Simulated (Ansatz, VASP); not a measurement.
## LiAlF4 in VASP and in Ansatz

```
CELL_PARAMETERS angstrom
3.60038 0.00000 0.00000
0.00000 3.60038 0.00000
0.00000 0.00000 6.13664
ATOMIC_POSITIONS crystal
Li 0.50000 0.50000 0.50000
Al 0.00000 0.00000 0.00000
F 0.50000 0.00000 0.00000
F 0.00000 0.50000 0.00000
F 0.00000 0.00000 0.29412
F 0.00000 0.00000 0.70588
```

Alike in both runs: functional PBE; k mesh 6 × 6 × 4; no spin polarisation.

Ansatz relaxed the structure, and its values are those at the end. VASP's run is a single point on that final structure, the one shown.

|  | VASP | Ansatz |
| --- | --- | --- |
| version | VASP 6.6.1 | Ansatz 0.2.0 |
| potentials or method | VASP PAW PBE potentials, release 64 (Li_sv, Al, F), cutoff 520 eV | scalar-relativistic, plane waves, PAW |
| occupations | gaussian, width 0.01 eV | fixed |
| valence electrons in the cell | 34 | 34 |

```csv
,VASP,Ansatz,Ansatz less VASP
gap on the k mesh at the Fermi level (eV),5.71,5.71,0.000
least direct gap on the mesh (eV),6.12,6.11,-0.003
rms of the force components (eV/Å),0.014,0.000,-0.0135
```

Noted on VASP's run: the cutoff is short for stress, so the pressure is rough.
